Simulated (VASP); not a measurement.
A run of VASP 6.6.1:

The input POSCAR:

```
Mn
1.0
   -1.3537493032      1.3537493032      1.3537493032
    1.3537493032     -1.3537493032      1.3537493032
    1.3537493032      1.3537493032     -1.3537493032
Mn
1
Direct
    0.0000000000      0.0000000000      0.0000000000
```

The input INCAR.step1:

```
PREC     = Accurate       # precision mode
ENCUT    = 520            # plane-wave cutoff, eV
ISMEAR   = -1             # smearing method
SIGMA    = 0.1            # smearing width, eV
LREAL    = False          # projectors in reciprocal space
LASPH    = True           # aspherical terms in the spheres
NELM     = 100            # most SCF steps
NBANDS   = 12             # bands
GGA      = PE             # functional
ALGO     = Normal         # electronic algorithm
EDIFF    = 1E-4           # SCF threshold, eV
LWAVE    = True           # write WAVECAR
LCHARG   = False          # write CHGCAR
```

Contents of INCAR.step2:

```
PREC     = Accurate       # precision mode
ENCUT    = 520            # plane-wave cutoff, eV
EDIFF    = 1E-6           # SCF threshold, eV
ISMEAR   = -1             # smearing method
SIGMA    = 0.1            # smearing width, eV
LREAL    = False          # projectors in reciprocal space
LASPH    = True           # aspherical terms in the spheres
NELM     = 100            # most SCF steps
ALGO     = Normal         # electronic algorithm
ISIF     = 2              # what is computed and relaxed
LWAVE    = False          # write WAVECAR
LCHARG   = True           # write CHGCAR
METAGGA  = R2SCAN         # meta-GGA
LMIXTAU  = True         
LELF     = True           # ELF
LVHAR    = True         
NBANDS   = 12             # bands
ISTART   = 1
```

Contents of KPOINTS:

```
regular mesh
0
Gamma
  17 17 17
```

Potentials or basis: VASP PAW PBE potentials, release 64 (Mn_pv).

Command:

```sh
$ cat potpaw_PBE.64/Mn_pv/POTCAR > POTCAR
$ cp INCAR.step1 INCAR
$ mpirun -np 1 vasp_std > vasp.out
$ cp INCAR.step2 INCAR
$ mpirun -np 1 vasp_std > vasp.out
```

Hardware: 1 thread of Intel Xeon 6975P-C, with other jobs on the host.

**Question.** Estimate the wall time of this run.

**Answer.** Run time: 53 s on 1 thread of Intel Xeon 6975P-C, with other jobs on the host, peak memory 0.13 GiB. Counts: k points 165.
